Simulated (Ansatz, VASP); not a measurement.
# One calculation of H, two programs

INCAR

```
SYSTEM = H
  ALGO = Normal
  DIPOL = 0.5 0.5 0.635
  EDIFF = 1E-7
  ENCUT = 520
  GGA = PE
  IDIPOL = 3
  ISIF = 2
  ISMEAR = 0
  IVDW = 12
  LASPH = .True.
  LCHARG = .True.
  LDIPOL = .True.
  LELF = .True.
  LREAL = .False.
  LVACPOTAV = .True.
  LVHAR = .True.
  LWAVE = .False.
  NBANDS = 8
  NELM = 80
  PREC = Accurate
  SIGMA = 0.1
```

KPOINTS

```
k-points
0
Gamma
  3 3 1
  0 0 0
```

Contents of POSCAR:

```
H
1.0
    5.7615861975      0.0000000000      0.0000000000
    0.0000000000      5.8570264689      0.0000000000
    0.0000000000      0.0000000000     24.0217226648
H
2
Direct
   -0.2636269326      0.2537265294      0.6353298710
    0.0094461959     -0.0217915801      0.6353024970
```

Input for Ansatz:

```yaml
crystal:
  lattice:
    - [5.7615861975, 0.0, 0.0]
    - [0.0, 5.8570264689, 0.0]
    - [0.0, 0.0, 24.0217226648]
  atoms:
    - { symbol: H, position: [-0.2636269326, 0.2537265294, 0.635329871] }
    - { symbol: H, position: [0.0094461959, -0.0217915801, 0.635302497] }
basis:
  ecutwfc: 420
kpoints:
  mp_grid: { grid: [3, 3, 1] }
hamiltonian:
  xc: pbe
  dispersion: d3bj
scf:
  occupations: { method: gaussian, width: 0.1 }
output:
  forces: true
  eigenvalues: true
  write_density: true
  volumetric_format: npy
efield:
  axis: 3
  dipole_correction: true
  ramp_width: 0.04
```

Alike in both runs: task single point; functional PBE; dispersion D3(BJ); k mesh 3 × 3 × 1; occupations gaussian, width 0.1 eV; no spin polarisation.

```csv
,VASP,Ansatz
version,VASP 6.6.1,Ansatz 0.2.0
potentials or method,"VASP PAW PBE potentials, release 64 (H), cutoff 520 eV","scalar-relativistic, plane waves, PAW"
valence electrons in the cell,2,2
```

```csv
,VASP,Ansatz,Ansatz less VASP
gap on the k mesh at the Fermi level (eV),1.68,1.68,0.000
rms of the force components (eV/Å),1.141,1.141,+0.0007
```

Atom by atom the forces differ by 0.001 eV/Å (rms over components).
